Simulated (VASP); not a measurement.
Cu4WS4: single point with PBE

Cu4WS4:

```xyz
9
Lattice="4.9448 0.0000 0.0000 -2.4724 4.2823 0.0000 0.0000 0.0000 8.8323" Properties=species:S:1:pos:R:3 pbc="T T T"
Cu    2.4724    0.0000    0.0000
Cu   -1.2362    2.1412    0.0000
Cu    1.2362    2.1412    0.0000
Cu    0.0000    0.0000    4.4161
W     0.0000    0.0000    0.0000
S     0.0000    0.0000    2.2030
S     0.0000    0.0000    6.6293
S     0.0000    2.8549    4.4161
S     2.4724    1.4274    4.4161
```

The cell was generated, and may not be a known phase.

```json
{
  "Program": "VASP 6.6.1",
  "Task": "single point",
  "Functional": "PBE",
  "Potentials or basis": "VASP PAW PBE potentials, release 64 (Cu, W_sv, S)",
  "Cutoff": "520 eV",
  "k mesh": "6 × 6 × 2",
  "Occupations": "gaussian, width 0.1 eV",
  "Spin": "collinear spin",
  "Starting moments": "[1.0, 1.0, 1.0, 1.0, 0.0, 0.0, 0.0, 0.0, 0.0] μB"
}
```

| Property | Result |
| --- | --- |
| Pressure | 0.4 GPa |
| Largest force | 0.063 eV/Å |
| Band gap on the k mesh | zero (filled and empty bands overlap) |
| Net moment | 0.04 μB per cell |
| Valence electrons inside the program's atomic spheres | Cu 10.02, 9.83 (each value once); W 12.22; S 3.68, 3.50 (each value once) |

Forces on the atoms (eV/Å):
```
Cu   0.000  0.000  0.000
Cu   0.000  0.000  0.000
Cu   0.000  0.000  0.000
Cu   0.000  0.000  0.000
W    0.000  0.000  0.000
S    0.000  0.000 -0.063
S    0.000  0.000  0.063
S    0.000  0.000  0.000
S    0.000  0.000  0.000
```

Levels at points of the mesh, in eV from the Fermi level:
Spin up:
| k point | band 37 | band 38 | band 39 | band 40 | band 41 | band 42 | band 43 | band 44 | band 45 | band 46 |
| --- | --- | --- | --- | --- | --- | --- | --- | --- | --- | --- |
| (0.00, 0.00, 0.00) | -1.47 | -1.47 | -0.37 | -0.37 | 0.17 | 0.72 | 0.72 | 1.37 | 1.88 | 1.88 |
| (0.50, 0.00, 0.00) | -1.47 | -1.15 | -0.95 | -0.87 | -0.71 | -0.11 | 0.18 | 1.42 | 1.70 | 1.74 |
| (0.00, 0.00, 0.50) | -1.52 | -1.52 | -0.59 | -0.59 | 0.14 | 0.71 | 0.71 | 1.40 | 2.02 | 2.02 |
| (0.50, 0.00, 0.50) | -1.30 | -1.25 | -0.67 | -0.12 | -0.11 | -0.08 | 0.04 | 1.25 | 1.42 | 1.60 |
Spin down:
```csv
k point,band 38,band 39,band 40,band 41,band 42,band 43,band 44,band 45
"(0.00, 0.00, 0.00)",-1.47,-0.36,-0.36,0.19,0.72,0.72,1.37,1.88
"(0.50, 0.00, 0.00)",-1.13,-0.94,-0.86,-0.69,-0.11,0.19,1.43,1.70
"(0.00, 0.00, 0.50)",-1.52,-0.58,-0.58,0.17,0.71,0.71,1.40,2.02
"(0.50, 0.00, 0.50)",-1.24,-0.65,-0.11,-0.11,-0.08,0.04,1.26,1.43
```

Run time: 11 min on 1 thread of Intel Xeon 8259CL, with other jobs on the host, peak memory 0.54 GiB.

Caveat: spin-orbit coupling is left out, which moves the levels of the heavy elements. With open d or f shells a metallic result of PBE can be an artefact of self-interaction; +U or a hybrid may open a gap.
